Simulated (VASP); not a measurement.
# SnO2 in VASP: settings compared

Aim: see how the results for SnO2 move with the level of theory and the settings. Levels: LDA, PBE. Tasks: single point.

All numbers are computed with VASP 6.6.1; they aren't measurements. Logs are shortened: lines on timing, memory, paths and dates and some standing lists are left out, and cuts for length are marked.

**1. The cell of the first run**

It takes space group Pa-3 (No. 205, cubic). Conventional cell: a = 5.068 Å, b = 5.068 Å, c = 5.068 Å, α = 90.00°, β = 90.00°, γ = 90.00°. Sn (site symmetry -3) has 6 O at 2.07 Å within 2.7 Å. O (site symmetry 3) has 3 Sn at 2.07 Å and 6 O at 2.69 Å within 2.7 Å.

**2. Single point, LDA**

Contents of INCAR:

```
  PREC = Accurate
  ENCUT = 520
  EDIFF = 1E-7
  ISMEAR = -1
  SIGMA = 0.05
  LREAL = F
  LASPH = T
  NELM = 100
  ALGO = Normal
  ISIF = 2
  LWAVE = F
  LCHARG = F
  GGA = CA
  NBANDS = 64
```

Contents of KPOINTS:

```
regular mesh
0
Gamma
  5 5 5
```

Contents of POSCAR:

```
SnO2
1.0
    5.0679617884      0.0000000000      0.0000000000
    0.0000000000      5.0679617884      0.0000000000
    0.0000000000      0.0000000000      5.0679617884
Sn O
4 8
Direct
    0.0000000000      0.0000000000      0.0000000000
    0.5000000000      0.0000000000      0.5000000000
    0.5000000000      0.5000000000      0.0000000000
    0.0000000000      0.5000000000      0.5000000000
    0.6603402266      0.8396597734      0.1603402266
    0.8396597734      0.1603402266      0.6603402266
    0.1603402266      0.6603402266      0.8396597734
    0.3396597734      0.3396597734      0.3396597734
    0.6603402266      0.6603402266      0.6603402266
    0.8396597734      0.3396597734      0.1603402266
    0.1603402266      0.8396597734      0.3396597734
    0.3396597734      0.1603402266      0.8396597734
```

Potentials or basis: VASP PAW LDA potentials, release 64 (Sn_d, O).

On the command line:

```sh
> cat potpaw_LDA.64/Sn_d/POTCAR potpaw_LDA.64/O/POTCAR > POTCAR
> mpirun -np 1 vasp_std > vasp.out
```

OUTCAR:

```text
PREC = Accurate
   ENCUT = 520
   EDIFF = 1E-7
   ISMEAR = -1
   LREAL = F
   LASPH = T
   NELM = 100
   ISIF = 2
   GGA = CA

 ion  position               nearest neighbor table
   1  0.000  0.000  0.000-   5 2.07   6 2.07   7 2.07  10 2.07  11 2.07  12 2.07   2 3.58   3 3.58
                             4 3.58   2 3.58   4 3.58   3 3.58   4 3.58   4 3.58   2 3.58   3 3.58
   2  0.500  0.000  0.500-   5 2.07   6 2.07   8 2.07   9 2.07  11 2.07  12 2.07   1 3.58   3 3.58
                             4 3.58   1 3.58   3 3.58   3 3.58   4 3.58   3 3.58   1 3.58   4 3.58
   3  0.500  0.500  0.000-   5 2.07   7 2.07   8 2.07   9 2.07  10 2.07  12 2.07   1 3.58   2 3.58
                             4 3.58   2 3.58   4 3.58   1 3.58   2 3.58   2 3.58   1 3.58   4 3.58
   4  0.000  0.500  0.500-   6 2.07   7 2.07   8 2.07   9 2.07  10 2.07  11 2.07   1 3.58   2 3.58
                             3 3.58   1 3.58   3 3.58   1 3.58   2 3.58   1 3.58   2 3.58   3 3.58
   5  0.660  0.840  0.160-   1 2.07   2 2.07   3 2.07
   6  0.840  0.160  0.660-   1 2.07   2 2.07   4 2.07
   7  0.160  0.660  0.840-   1 2.07   3 2.07   4 2.07
   8  0.340  0.340  0.340-   2 2.07   3 2.07   4 2.07
   9  0.660  0.660  0.660-   2 2.07   3 2.07   4 2.07
  10  0.840  0.340  0.160-   1 2.07   3 2.07   4 2.07
  11  0.160  0.840  0.340-   1 2.07   2 2.07   4 2.07
  12  0.340  0.160  0.840-   1 2.07   2 2.07   3 2.07

  LATTYP: Found a simple cubic cell.
 ALAT       =     5.0679617884

  Lattice vectors:

 A1 = (   5.0679617884,   0.0000000000,   0.0000000000)
 A2 = (   0.0000000000,   5.0679617884,   0.0000000000)
 A3 = (   0.0000000000,   0.0000000000,   5.0679617884)

Analysis of symmetry for initial positions (statically):
=====================================================================
 Subroutine PRICEL returns:
 Original cell was already a primitive cell.

 Routine SETGRP: Setting up the symmetry group for a
 simple cubic supercell.

 Subroutine GETGRP returns: Found 24 space group operations
 (whereof  6 operations were pure point group operations)
 out of a pool of 48 trial point group operations.

The static configuration has the point symmetry S_6 .
 The point group associated with its full space group is T_h .

Analysis of symmetry for dynamics (positions and initial velocities):
=====================================================================
 Subroutine PRICEL returns:
 Original cell was already a primitive cell.

 Routine SETGRP: Setting up the symmetry group for a
 simple cubic supercell.

 Subroutine GETGRP returns: Found 24 space group operations
 (whereof  6 operations were pure point group operations)
 out of a pool of 48 trial point group operations.

The dynamic configuration has the point symmetry S_6 .
 The point group associated with its full space group is T_h .

 Subroutine INISYM returns: Found 24 space group operations
 (whereof  6 operations are pure point group operations),
 and found     1 'primitive' translations

----------------------------------------------------------------------------------------

                                     Primitive cell

  volume of cell :     130.1667

  direct lattice vectors                    reciprocal lattice vectors
     5.067961788  0.000000000  0.000000000     0.197317983  0.000000000  0.000000000
     0.000000000  5.067961788  0.000000000     0.000000000  0.197317983  0.000000000
     0.000000000  0.000000000  5.067961788     0.000000000  0.000000000  0.197317983

  length of vectors
     5.067961788  5.067961788  5.067961788     0.197317983  0.197317983  0.197317983

  position of ions in fractional coordinates (direct lattice)
     0.000000000  0.000000000  0.000000000
     0.500000000  0.000000000  0.500000000
     0.500000000  0.500000000  0.000000000
     0.000000000  0.500000000  0.500000000
     0.660340227  0.839659773  0.160340227
     0.839659773  0.160340227  0.660340227
     0.160340227  0.660340227  0.839659773
     0.339659773  0.339659773  0.339659773
     0.660340227  0.660340227  0.660340227
     0.839659773  0.339659773  0.160340227
     0.160340227  0.839659773  0.339659773
     0.339659773  0.160340227  0.839659773

  ion indices of the primitive-cell ions
   primitive index   ion index
                 1           1
                 2           2
                 3           3
                 4           4
                 5           5
                 6           6
                 7           7
                 8           8
                 9           9
                10          10
                11          11
                12          12

----------------------------------------------------------------------------------------

 KPOINTS: regular mesh

Automatic generation of k-mesh.
 Grid dimensions read from file:
 generate k-points for:    5    5    5

 Generating k-lattice:

  Cartesian coordinates                     Fractional coordinates (reciprocal lattice)
     0.039463597  0.000000000  0.000000000     0.200000000  0.000000000  0.000000000
     0.000000000  0.039463597  0.000000000     0.000000000  0.200000000  0.000000000
     0.000000000  0.000000000  0.039463597     0.000000000  0.000000000  0.200000000

  Length of vectors
     0.039463597  0.039463597  0.039463597

  Shift w.r.t. Gamma in fractional coordinates (k-lattice)
     0.000000000  0.000000000  0.000000000

 Subroutine IBZKPT returns following result:
 ===========================================

 Found     11 irreducible k-points:

 Following reciprocal coordinates:
            Coordinates               Weight
  0.000000  0.000000  0.000000      1.000000
  0.200000  0.000000  0.000000      6.000000
  0.400000  0.000000  0.000000      6.000000
  0.200000  0.200000  0.000000     12.000000
  0.400000  0.200000  0.000000     12.000000
 -0.200000  0.400000  0.000000     12.000000
  0.400000  0.400000  0.000000     12.000000
  0.200000  0.200000  0.200000      8.000000
  0.400000  0.200000  0.200000     24.000000
  0.400000  0.400000  0.200000     24.000000
  0.400000  0.400000  0.400000      8.000000
   k-points           NKPTS =     11   k-points in BZ     NKDIM =     11   number of bands    NBANDS=     64
   number of dos      NEDOS =    301   number of ions     NIONS =     12
   total plane-waves  NPLWV =  64000
   dimension x,y,z NGX =    40 NGY =   40 NGZ =   40
   dimension x,y,z NGXF=    80 NGYF=   80 NGZF=   80
   ions per type =               4   8
   NGX,Y,Z   is equivalent  to a cutoff of  13.12, 13.12, 13.12 a.u.
   NGXF,Y,Z  is equivalent  to a cutoff of  26.24, 26.24, 26.24 a.u.
 SYSTEM =  unknown system
   PREC   = accura    normal or accurate (medium, high low for compatibility)
   ISTART =      0    job   : 0-new  1-cont  2-samecut
   ICHARG =      2    charge: 1-file 2-atom 10-const
   ISPIN  =      1    spin polarized calculation?
   LNONCOLLINEAR =      F non collinear calculations
   LSORBIT =      F    spin-orbit coupling
   LASPH  =      T    aspherical Exc in radial PAW
   ENCUT  =  520.0 eV  38.22 Ry    6.18 a.u.   9.42  9.42  9.42*2*pi/ulx,y,z
   NELM   =    100;   NELMIN=  2; NELMDL= -5     # of ELM steps
   EDIFF  = 0.1E-06   stopping-criterion for ELM
   LREAL  =      F    real-space projection
   EDIFFG = 0.1E-05   stopping-criterion for IOM
   NSW    =      0    number of steps for IOM
   IBRION =     -1    ionic relax: 0-MD 1-quasi-New 2-CG
   NFREE  =      0    steps in history (QN), initial steepest desc. (CG)
   ISIF   =      2    stress and relaxation
   ISYM   =      2    0-nonsym 1-usesym 2-fastsym
   POTIM  = 0.5000    time-step for ionic-motion
   TEBEG  =    0.0;   TEEND  =   0.0 temperature during run
   PSTRESS=    0.0 pullay stress
   NELECT =     104.0000    total number of electrons
   NUPDOWN=      -1.0000    fix difference up-down
   EMIN   =  10.00;   EMAX   =-10.00  energy-range for DOS
   EFERMI =   0.00;   METHOD = LEGACY
   ISMEAR =    -1;   SIGMA  =   0.05  broadening in eV -4-tet -1-fermi 0-gaus
   EFERMI_NEDOS =   21; number of points for ismear=-14 and -15
   IALGO  =     38    algorithm
   IMIX   =      4    mixing-type and parameters
     AMIX     =   0.40;   BMIX     =  1.00
     AMIX_MAG =   1.60;   BMIX_MAG =  1.00
  volume/ion in A,a.u.               =      10.85        73.20
  Fermi-wavevector in a.u.,A,eV,Ry     =   1.519099  2.870680 31.397625  2.307660
  Thomas-Fermi vector in A             =   2.628130
   LORBIT       =      0    0 simple, 1 ext, 2 COOP (PROOUT), +10 PAW based schemes
   GGA     = CA    functional components
   LHFCALC =     F    Hartree Fock is set to
   AEXX    =    0.0000 exact exchange contribution
   IVDW    =     0    specifies the selected vdW correction
   LEPSILON=     F    determine dielectric tensor
   LRPA    =     F    only Hartree local field effects (RPA)
 non-spin polarized calculation
  energy-cutoff  :      520.00
  volume of cell :      130.17
 maximum number of plane-waves:      3524
 NGX is ok and might be reduce to    40
   NGX = 19   NGY = 19   NGZ = 19

 number of electron     104.0000084 magnetization

 Free energy of the ion-electron system (eV)
  ---------------------------------------------------
  ext. energy  EPLUGINS =         0.00000000
  ---------------------------------------------------
  free energy    TOTEN  =       -83.71894318 eV

  energy without entropy =      -83.71894161  energy(sigma->0) =      -83.71894240

 E-fermi :   7.7305     XC(G=0): -12.4732

 val. band max:        7.0700161031   @ k =  -0.2000   0.4000   0.0000
 cond. band min:       8.2044439781   @ k =   0.0000   0.0000   0.0000
 fundamental gap:      1.1344278750
 Fermi energy:         7.7305176547

 k-point     1 :       0.0000    0.0000    0.0000
  band No.  band energies     occupation
      1     -13.6948      2.00000
      2     -13.6948      2.00000
      3     -13.6948      2.00000
      4     -12.8472      2.00000
      5     -12.8472      2.00000
      6     -12.8472      2.00000
[... 726 lines left out ...]
     63      18.0809      0.00000
     64      18.6607      0.00000

------------------------ aborting loop because EDIFF is reached ----------------------------------------

  FORCE on cell =-STRESS in cart. coord.  units (eV):
  Direction    XX          YY          ZZ          XY          YZ          ZX
  --------------------------------------------------------------------------------------
  -------------------------------------------------------------------------------------
  Total        0.8612116      0.8612116      0.8612116     -0.0000000      0.0000000      0.0000000
  in kB       10.6003558     10.6003558     10.6003558     -0.0000000      0.0000000      0.0000000
  external PRESSURE =      10.6003558 kB  Pullay stress =       0.0000000 kB

 VOLUME and BASIS-vectors are now :
 -----------------------------------------------------------------------------
  energy-cutoff  :      520.00
  volume of cell :      130.17
      direct lattice vectors                 reciprocal lattice vectors
     5.067961788  0.000000000  0.000000000     0.197317983  0.000000000  0.000000000
     0.000000000  5.067961788  0.000000000     0.000000000  0.197317983  0.000000000
     0.000000000  0.000000000  5.067961788     0.000000000  0.000000000  0.197317983

 POSITION                                       TOTAL-FORCE (eV/Angst)
 -----------------------------------------------------------------------------------
      0.00000      0.00000      0.00000         0.000000      0.000000      0.000000
      2.53398      0.00000      2.53398         0.000000      0.000000      0.000000
      2.53398      2.53398      0.00000         0.000000      0.000000      0.000000
      0.00000      2.53398      2.53398         0.000000      0.000000      0.000000
      3.34658      4.25536      0.81260        -0.000931      0.000931     -0.000931
      4.25536      0.81260      3.34658         0.000931     -0.000931     -0.000931
      0.81260      3.34658      4.25536        -0.000931     -0.000931      0.000931
      1.72138      1.72138      1.72138         0.000931      0.000931      0.000931
      3.34658      3.34658      3.34658        -0.000931     -0.000931     -0.000931
      4.25536      1.72138      0.81260         0.000931      0.000931     -0.000931
      0.81260      4.25536      1.72138        -0.000931      0.000931      0.000931
      1.72138      0.81260      4.25536         0.000931     -0.000931      0.000931
 -----------------------------------------------------------------------------------
    total drift:                               -0.000000     -0.000000     -0.000000

  FREE ENERGIE OF THE ION-ELECTRON SYSTEM (eV)
  ---------------------------------------------------
  free  energy   TOTEN  =       -83.7189431783 eV

  energy  without entropy=      -83.7189416145  energy(sigma->0) =      -83.71894240
```

Wall time 46 s (1 thread of Intel Xeon 6975P-C (Granite Rapids), shared host); peak memory 0.23 GiB.

Results:

* Free energy: -83.7189 eV
* Pressure: 1.1 GPa
* Band gap on the k mesh: 1.13 eV (least direct gap 1.22 eV)

Levels at points of the mesh, in eV from the valence-band top:
```tsv
k point	band 50	band 51	band 52	band 53	band 54	band 55
(0.00, 0.00, 0.00)	-0.08	-0.08	-0.08	1.13	6.25	6.25
```

Caveat: spin-orbit coupling is left out, which moves the levels of the heavy elements; an odd mesh through Γ misses points on the zone boundary, where band edges can lie.

**3. Single point, PBE**

This run uses another cell than the first one, of 11.51 Å³/atom.

Contents of INCAR:

```
PREC = Accurate
ENCUT = 520
EDIFF = 1E-7
ISMEAR = -1
SIGMA = 0.05
LREAL = F
LASPH = T
NELM = 60
ALGO = Normal
ISIF = 2
LWAVE = F
LCHARG = F
GGA = PE
NBANDS = 64
```

KPOINTS is that of step 2.

Contents of POSCAR:

```
SnO2
1.0
    5.1696965417      0.0000000000      0.0000000000
    0.0000000000      5.1696965417      0.0000000000
    0.0000000000      0.0000000000      5.1696965417
Sn O
4 8
Direct
    0.0000000000      0.0000000000      0.0000000000
    0.5000000000      0.0000000000      0.5000000000
    0.5000000000      0.5000000000      0.0000000000
    0.0000000000      0.5000000000      0.5000000000
    0.6608967171      0.8391032829      0.1608967171
    0.8391032829      0.1608967171      0.6608967171
    0.1608967171      0.6608967171      0.8391032829
    0.3391032829      0.3391032829      0.3391032829
    0.6608967171      0.6608967171      0.6608967171
    0.8391032829      0.3391032829      0.1608967171
    0.1608967171      0.8391032829      0.3391032829
    0.3391032829      0.1608967171      0.8391032829
```

Potentials or basis: VASP PAW PBE potentials, release 64 (Sn_d, O).

On the command line:

```sh
> cat potpaw_PBE.64/Sn_d/POTCAR potpaw_PBE.64/O/POTCAR > POTCAR
> mpirun -np 1 vasp_std > vasp.out
```

Run time: 56 s. Hardware: 1 thread of Intel Xeon 6975P-C (Granite Rapids), shared host; peak memory 0.26 GiB.

Results (log left out):

```
Free energy            : -73.4149 eV
Pressure               : 0.6 GPa
Band gap on the k mesh : 0.59 eV (least direct gap 0.65 eV)
```

Levels at points of the mesh, in eV from the valence-band top:
```tsv
k point	band 50	band 51	band 52	band 53	band 54	band 55
(0.00, 0.00, 0.00)	-0.06	-0.06	-0.06	0.59	5.77	5.77
```

Caveat: semilocal functionals underestimate gaps, and a narrow one can read as zero; spin-orbit coupling is left out, which moves the levels of the heavy elements; an odd mesh through Γ misses points on the zone boundary, where band edges can lie.

**4. Single point, PBE**

This run uses another cell than the first one, of 11.55 Å³/atom.

Contents of INCAR:

```
SYSTEM = SnO2
ALGO = Normal ; EDIFF = 1E-6
ENCUT = 520 ; GGA = PE
ISIF = 2 ; ISMEAR = -1
LASPH = .TRUE. ; LCHARG = .FALSE.
LREAL = .FALSE. ; LWAVE = .FALSE.
NBANDS = 64 ; NELM = 80
PREC = Accurate ; SIGMA = 0.05
```

Contents of KPOINTS:

```
k-points
0
G
  4 4 4
  0 0 0
```

Contents of POSCAR:

```
SnO2
1.0
    5.1752560000     -0.0517525600      0.0000000000
   -0.0517525600      5.1752560000      0.0000000000
    0.0000000000      0.0000000000      5.1752560000
Sn O
4 8
Direct
    0.0000000000      0.0000000000      0.0000000000
    0.5000000000      0.0000000000      0.5000000000
    0.5000000000      0.5000000000      0.0000000000
    0.0000000000      0.5000000000      0.5000000000
    0.6601047307      0.8394612275      0.1612630293
    0.8398952693      0.1605387725      0.6612630293
    0.1619060440      0.6613641589      0.8392027514
    0.3380939560      0.3386358411      0.3392027514
    0.6619060440      0.6613641589      0.6607972486
    0.8380939560      0.3386358411      0.1607972486
    0.1601047307      0.8394612275      0.3387369707
    0.3398952693      0.1605387725      0.8387369707
```

On the command line:

```sh
> cat potpaw_PBE.64/Sn_d/POTCAR potpaw_PBE.64/O/POTCAR > POTCAR
> mpirun -np 1 vasp_std > vasp.out
```

Wall time 1.8 min (1 thread of Intel Xeon 6975P-C (Granite Rapids), shared host); peak memory 0.34 GiB.

It converged, with:

| Item | Value |
| --- | --- |
| Free energy | -73.3952 eV |
| Pressure | 0.0 GPa |
| Largest force | 0.003 eV/Å |
| Band gap on the k mesh | 0.53 eV (least direct gap 0.57 eV) |

Forces on the atoms (eV/Å):
```
Sn   0.000  0.000  0.000
Sn   0.000  0.000  0.000
Sn   0.000  0.000  0.000
Sn   0.000  0.000  0.000
O   -0.003  0.001 -0.001
O    0.003 -0.001 -0.001
O    0.002 -0.001 -0.001
O   -0.002  0.001 -0.001
O    0.002 -0.001  0.001
O   -0.002  0.001  0.001
O   -0.003  0.001  0.001
O    0.003 -0.001  0.001
```

Stress tensor (GPa, compression positive):
```
 0.01  2.04  0.00
 2.04  0.07  0.00
 0.00  0.00 -0.03
```

Levels at points of the mesh, in eV from the valence-band top:
```csv
k point,band 50,band 51,band 52,band 53,band 54,band 55
"(0.00, 0.00, 0.00)",-0.14,-0.09,-0.04,0.53,5.65,5.69
"(0.50, 0.00, 0.00)",-0.48,-0.04,-0.04,3.59,3.59,4.81
"(0.00, 0.50, 0.00)",-0.44,-0.07,0.00,3.53,3.66,4.76
"(0.50, 0.50, 0.00)",-0.36,-0.31,-0.31,4.40,4.40,4.53
"(0.00, 0.00, 0.50)",-0.48,-0.03,-0.03,3.59,3.59,4.81
"(0.50, 0.00, 0.50)",-0.38,-0.29,-0.29,4.43,4.43,4.51
"(0.00, 0.50, 0.50)",-0.38,-0.29,-0.29,4.40,4.40,4.53
"(0.50, 0.50, 0.50)",-0.69,-0.59,-0.59,4.88,4.88,5.01
```

Caveat: semilocal functionals underestimate gaps, and a narrow one can read as zero; spin-orbit coupling is left out, which moves the levels of the heavy elements.

**5. Summary**

| level | potentials or basis | cell | k mesh | gap on the mesh (eV) | pressure (GPa) |
| --- | --- | --- | --- | --- | --- |
| LDA | VASP PAW LDA potentials, release 64 (Sn_d, O) | a = 5.068 Å, 12 atoms, atomic positions A | 5 × 5 × 5 | 1.13 | 1.1 |
| PBE | VASP PAW PBE potentials, release 64 (Sn_d, O) | a = 5.170 Å, 12 atoms, atomic positions B | 5 × 5 × 5 | 0.59 | 0.6 |
| PBE | VASP PAW PBE potentials, release 64 (Sn_d, O) | a = 5.176 Å, angles 90.0, 90.0, 91.1°, 12 atoms, atomic positions C | 4 × 4 × 4 | 0.53 | 0.0 |

Alike in all rows: task single point; no spin polarisation; cutoff (eV) 520; smearing fermi-dirac 0.05 eV.

Caveats: spin-orbit coupling is left out, which moves the levels of the heavy elements; an odd mesh through Γ misses points on the zone boundary, where band edges can lie (at least some runs); semilocal functionals underestimate gaps, and a narrow one can read as zero (at least some runs).

Absolute energies hang on the potentials; compare differences alone.
